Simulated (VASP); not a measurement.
# Si3N4 (P6_3/m) in VASP: electric field gradients with PBE

Aim: the electric field gradients of Si3N4 with PBE.

Everything below comes from runs of VASP 6.6.1. Logs are shortened: lines on timing, memory, paths and dates and some standing lists are left out, and cuts for length are marked.

**1. The cell of the first run**

The structure is hexagonal, space group P6_3/m (No. 176). The conventional cell has a = 7.664 Å, b = 7.664 Å, c = 2.927 Å, α = 90.00°, β = 90.00°, γ = 120.00°. Within 2.3 Å of Si (site symmetry m) lie 4 N at 1.74 to 1.75 Å. Within 2.3 Å of N (site symmetry m) lie 3 Si at 1.75 Å. N (site symmetry -6) has 3 Si at 1.74 Å within 2.3 Å.

**2. Electric field gradients, PBE**

The input, INCAR:

```
ALGO     = Normal         # electronic algorithm
EDIFF    = 1E-8           # SCF threshold, eV
ENCUT    = 520            # plane-wave cutoff, eV
GGA      = PE             # functional
ISIF     = 2              # what is computed and relaxed
ISMEAR   = 0              # smearing method
LASPH    = True           # aspherical terms in the spheres
LCHARG   = False          # write CHGCAR
LEFG     = True         
LREAL    = False          # projectors in reciprocal space
LWAVE    = False          # write WAVECAR
NBANDS   = 45             # bands
NELM     = 100            # most SCF steps
PREC     = Accurate       # precision mode
SIGMA    = 0.01           # smearing width, eV
```

The input, KPOINTS:

```
k-points
0
Gamma
  6 6 8
```

The input, POSCAR:

```
Si3N4
1.0
    7.6635591120      0.0000000000      0.0000000000
   -3.8317795560      6.6368368744      0.0000000000
    0.0000000000      0.0000000000      2.9265208518
Si N
6 8
Direct
    0.7689087242      0.1750063930      0.3256278414
    0.5939023312      0.7689087242      0.8256278414
    0.8249936070      0.5939023312      0.3256278414
    0.2310912758      0.8249936070      0.8256278414
    0.4060976688      0.2310912758      0.3256278414
    0.1750063930      0.4060976688      0.8256278414
    0.0308320463      0.3299984447      0.3256287738
    0.7008336016      0.0308320463      0.8256287738
    0.6700015553      0.7008336016      0.3256287738
    0.9691679537      0.6700015553      0.8256287738
    0.2991663984      0.9691679537      0.3256287738
    0.3299984447      0.2991663984      0.8256287738
    0.3333333333      0.6666666667     -0.1743698454
    0.6666666667      0.3333333333      0.3256301546
```

Potentials or basis: VASP PAW PBE potentials, release 64 (Si, N).

Started as:

```console
$ cat potpaw_PBE.64/Si/POTCAR potpaw_PBE.64/N/POTCAR > POTCAR
$ mpirun -np 1 vasp_std > vasp.out
```

OUTCAR:

```text
EDIFF = 1E-8
   ENCUT = 520
   GGA = PE
   ISIF = 2
   ISMEAR = 0
   LASPH = True
   LREAL = False
   NELM = 100
   PREC = Accurate

 ion  position               nearest neighbor table
   1  0.769  0.175  0.326-  14 1.74   7 1.75   8 1.75   8 1.75   5 3.02   3 3.02   6 3.07   6 3.07
                             2 3.07   2 3.07
   2  0.594  0.769  0.826-  13 1.74   8 1.75   9 1.75   9 1.75   4 3.02   6 3.02   3 3.07   3 3.07
                             1 3.07   1 3.07
   3  0.825  0.594  0.326-  14 1.74   9 1.75  10 1.75  10 1.75   5 3.02   1 3.02   2 3.07   2 3.07
                             4 3.07   4 3.07
   4  0.231  0.825  0.826-  13 1.74  10 1.75  11 1.75  11 1.75   2 3.02   6 3.02   3 3.07   3 3.07
                             5 3.07   5 3.07
   5  0.406  0.231  0.326-  14 1.74  11 1.75  12 1.75  12 1.75   1 3.02   3 3.02   6 3.07   6 3.07
                             4 3.07   4 3.07
   6  0.175  0.406  0.826-  13 1.74  12 1.75   7 1.75   7 1.75   2 3.02   4 3.02   5 3.07   5 3.07
                             1 3.07   1 3.07
   7  0.031  0.330  0.326-   1 1.75   6 1.75   6 1.75
   8  0.701  0.031  0.826-   2 1.75   1 1.75   1 1.75
   9  0.670  0.701  0.326-   3 1.75   2 1.75   2 1.75
  10  0.969  0.670  0.826-   4 1.75   3 1.75   3 1.75
  11  0.299  0.969  0.326-   5 1.75   4 1.75   4 1.75
  12  0.330  0.299  0.826-   6 1.75   5 1.75   5 1.75
  13  0.333  0.667  0.826-   4 1.74   6 1.74   2 1.74
  14  0.667  0.333  0.326-   1 1.74   3 1.74   5 1.74

  LATTYP: Found a hexagonal cell.
 ALAT       =     7.6635591120
 C/A-ratio  =     0.3818748977

  Lattice vectors:

 A1 = (   7.6635591120,   0.0000000000,   0.0000000000)
 A2 = (  -3.8317795560,   6.6368368744,   0.0000000000)
 A3 = (   0.0000000000,   0.0000000000,   2.9265208518)

Analysis of symmetry for initial positions (statically):
=====================================================================
 Subroutine PRICEL returns:
 Original cell was already a primitive cell.

 Routine SETGRP: Setting up the symmetry group for a
 hexagonal supercell.

 Subroutine GETGRP returns: Found 12 space group operations
 (whereof  3 operations were pure point group operations)
 out of a pool of 24 trial point group operations.

The static configuration has the point symmetry C_3 .
 The point group associated with its full space group is C_6h.

Analysis of symmetry for dynamics (positions and initial velocities):
=====================================================================
 Subroutine PRICEL returns:
 Original cell was already a primitive cell.

 Routine SETGRP: Setting up the symmetry group for a
 hexagonal supercell.

 Subroutine GETGRP returns: Found 12 space group operations
 (whereof  3 operations were pure point group operations)
 out of a pool of 24 trial point group operations.

The dynamic configuration has the point symmetry C_3 .
 The point group associated with its full space group is C_6h.

 Subroutine INISYM returns: Found 12 space group operations
 (whereof  3 operations are pure point group operations),
 and found     1 'primitive' translations

----------------------------------------------------------------------------------------

                                     Primitive cell

  volume of cell :     148.8481

  direct lattice vectors                    reciprocal lattice vectors
     7.663559112  0.000000000  0.000000000     0.130487674  0.075337093  0.000000000
    -3.831779556  6.636836874  0.000000000     0.000000000  0.150674187  0.000000000
     0.000000000  0.000000000  2.926520852     0.000000000  0.000000000  0.341702674

  length of vectors
     7.663559112  7.663559112  2.926520852     0.150674187  0.150674187  0.341702674

  position of ions in fractional coordinates (direct lattice)
     0.768908724  0.175006393  0.325627841
     0.593902331  0.768908724  0.825627841
     0.824993607  0.593902331  0.325627841
     0.231091276  0.824993607  0.825627841
     0.406097669  0.231091276  0.325627841
     0.175006393  0.406097669  0.825627841
[... 134 lines left out ...]
   NGX = 29   NGY = 29   NGZ = 11

 number of electron      64.0000002 magnetization

 Free energy of the ion-electron system (eV)
  ---------------------------------------------------
  ext. energy  EPLUGINS =         0.00000000
  ---------------------------------------------------
  free energy    TOTEN  =      -114.54431610 eV

  energy without entropy =     -114.54431610  energy(sigma->0) =     -114.54431610

 E-fermi :   6.6346     XC(G=0): -10.7083

 val. band max:        6.5234932811   @ k =   0.0000   0.0000   0.1250
 cond. band min:      10.7851785078   @ k =   0.0000   0.0000   0.0000
 fundamental gap:      4.2616852267
 Fermi energy:         6.6346371856

 k-point     1 :       0.0000    0.0000    0.0000
  band No.  band energies     occupation
      1     -11.5271      2.00000
      2     -10.1089      2.00000
      3     -10.1089      2.00000
      4      -9.4782      2.00000
      5      -9.3398      2.00000
      6      -9.3398      2.00000
[... 1117 lines left out ...]
     43      14.6798      0.00000
     44      14.6798      0.00000

 [... further k-points ...]

 [bands above 44 left out]

------------------------ aborting loop because EDIFF is reached ----------------------------------------

  FORCE on cell =-STRESS in cart. coord.  units (eV):
  Direction    XX          YY          ZZ          XY          YZ          ZX
  --------------------------------------------------------------------------------------
  -------------------------------------------------------------------------------------
  Total       -0.2471831     -0.2471831     -0.2991012     -0.0000001     -0.0000000      0.0000000
  in kB       -2.6606393     -2.6606393     -3.2194779     -0.0000006     -0.0000000      0.0000000
  external PRESSURE =      -2.8469188 kB  Pullay stress =       0.0000000 kB

 VOLUME and BASIS-vectors are now :
 -----------------------------------------------------------------------------
  energy-cutoff  :      520.00
  volume of cell :      148.85
      direct lattice vectors                 reciprocal lattice vectors
     7.663559112  0.000000000  0.000000000     0.130487674  0.075337093  0.000000000
    -3.831779556  6.636836874  0.000000000     0.000000000  0.150674187  0.000000000
     0.000000000  0.000000000  2.926520852     0.000000000  0.000000000  0.341702674

 POSITION                                       TOTAL-FORCE (eV/Angst)
 -----------------------------------------------------------------------------------
      5.22199      1.16149      0.95296         0.001875      0.002658     -0.000000
      1.60512      5.10312      2.41622        -0.001364      0.002953     -0.000000
      4.04668      3.94163      0.95296        -0.003239      0.000295     -0.000000
     -1.39021      5.47535      2.41622        -0.001875     -0.002658     -0.000000
      2.22666      1.53372      0.95296         0.001364     -0.002953     -0.000000
     -0.21490      2.69520      2.41622         0.003239     -0.000295     -0.000000
     -1.02820      2.19015      0.95296        -0.000609     -0.002392      0.000000
      5.25274      0.20463      2.41622         0.001767     -0.001724     -0.000000
      2.44916      4.65132      0.95296         0.002376      0.000668      0.000000
      4.85998      4.44669      2.41622         0.000609      0.002392      0.000000
     -1.42096      6.43221      0.95296        -0.001767      0.001724      0.000000
      1.38262      1.98552      2.41622        -0.002376     -0.000668      0.000000
     -0.00000      4.42456      2.41622         0.000000      0.000000      0.000000
      3.83178      2.21228      0.95296         0.000000      0.000000     -0.000000
 -----------------------------------------------------------------------------------
    total drift:                               -0.000000     -0.000000     -0.021846

  FREE ENERGIE OF THE ION-ELECTRON SYSTEM (eV)
  ---------------------------------------------------
  free  energy   TOTEN  =      -114.5443160991 eV

  energy  without entropy=     -114.5443160991  energy(sigma->0) =     -114.54431610

 Electric field gradients (V/A^2)
---------------------------------------------------------------------
 ion       V_xx      V_yy      V_zz      V_xy      V_xz      V_yz
---------------------------------------------------------------------
   1      -0.679     4.330    -3.651     7.099    -0.000     0.000
   2      -3.070     6.721    -3.651    -5.719    -0.000     0.000
   3       9.226    -5.575    -3.651    -1.380    -0.000    -0.000
   4      -0.679     4.330    -3.651     7.099     0.000    -0.000
   5      -3.070     6.721    -3.651    -5.719     0.000    -0.000
   6       9.226    -5.575    -3.651    -1.380     0.000     0.000
   7       2.973   -29.403    26.430    31.984    -0.000    -0.000
   8     -49.008    22.578    26.430    -1.973     0.000    -0.000
   9       6.390   -32.820    26.430   -30.011     0.000    -0.000
  10       2.973   -29.403    26.430    31.984     0.000     0.000
  11     -49.008    22.578    26.430    -1.973    -0.000     0.000
  12       6.390   -32.820    26.430   -30.011    -0.000     0.000
  13      24.327    24.327   -48.655     0.000     0.000     0.000
  14      24.327    24.327   -48.655     0.000    -0.000    -0.000
---------------------------------------------------------------------

 Electric field gradients after diagonalization (V/A^2)
 (convention: |V_zz| > |V_xx| > |V_yy|)
----------------------------------------------------------------------
 ion       V_xx      V_yy      V_zz     asymmetry (V_yy - V_xx)/ V_zz
----------------------------------------------------------------------
   1      -5.702    -3.651     9.353       0.219
   2      -5.702    -3.651     9.354       0.219
   3      -5.702    -3.651     9.354       0.219
   4      -5.702    -3.651     9.353       0.219
   5      -5.702    -3.651     9.354       0.219
   6      -5.702    -3.651     9.354       0.219
   7      26.430    22.632   -49.062       0.077
   8      26.430    22.632   -49.062       0.077
   9      26.430    22.632   -49.062       0.077
  10      26.430    22.632   -49.062       0.077
  11      26.430    22.632   -49.062       0.077
  12      26.430    22.632   -49.062       0.077
  13      24.328    24.327   -48.655       0.000
  14      24.328    24.327   -48.655       0.000
----------------------------------------------------------------------

           NMR quadrupolar parameters

 Cq : quadrupolar parameter    Cq=e*Q*V_zz/h
 eta: asymmetry parameters     (V_yy - V_xx)/ V_zz
 Q  : nuclear electric quadrupole moment in mb (millibarn)
----------------------------------------------------------------------
 ion       Cq(MHz)       eta       Q (mb)
----------------------------------------------------------------------
   1       0.023       0.219       1.000
   2       0.023       0.219       1.000
   3       0.023       0.219       1.000
   4       0.023       0.219       1.000
   5       0.023       0.219       1.000
   6       0.023       0.219       1.000
   7      -0.119       0.077       1.000
   8      -0.119       0.077       1.000
   9      -0.119       0.077       1.000
  10      -0.119       0.077       1.000
  11      -0.119       0.077       1.000
  12      -0.119       0.077       1.000
  13      -0.118       0.000       1.000
  14      -0.118       0.000       1.000
----------------------------------------------------------------------
```

It took 5.6 min on 1 thread of Intel Xeon Platinum 8375C at 2.90GHz (Ice Lake), shared host; peak memory 0.38 GiB.

What came out:

```
Free energy                             : -114.5443 eV
Pressure                                : -0.3 GPa
Largest force                           : 0.003 eV/Å
Band gap on the k mesh                  : 4.26 eV (least direct gap 4.44 eV)
Largest electric field gradient by atom : Si +9.4; N -49.1, -48.7 (each value once) V/Å²
```

Forces on the atoms (eV/Å):
```
Si   0.002  0.003  0.000
Si  -0.001  0.003  0.000
Si  -0.003  0.000  0.000
Si  -0.002 -0.003  0.000
Si   0.001 -0.003  0.000
Si   0.003  0.000  0.000
N   -0.001 -0.002  0.000
N    0.002 -0.002  0.000
N    0.002  0.001  0.000
N    0.001  0.002  0.000
N   -0.002  0.002  0.000
N   -0.002 -0.001  0.000
N    0.000  0.000  0.000
N    0.000  0.000  0.000
```

Electric field gradients, principal values (V/Å²):
```csv
atom,least,middle,greatest (by size)
1 Si,-3.651,-5.702,9.353
2 Si,-3.651,-5.702,9.354
3 Si,-3.651,-5.702,9.354
4 Si,-3.651,-5.702,9.353
5 Si,-3.651,-5.702,9.354
6 Si,-3.651,-5.702,9.354
7 N,22.632,26.430,-49.062
8 N,22.632,26.430,-49.062
9 N,22.632,26.430,-49.062
10 N,22.632,26.430,-49.062
11 N,22.632,26.430,-49.062
12 N,22.632,26.430,-49.062
13 N,24.327,24.328,-48.655
14 N,24.327,24.328,-48.655
```

Caveat: without QUAD_EFG the Cq values of the log hold for a quadrupole moment of 1 mb, not for the nuclei. A k mesh can miss the band edges.
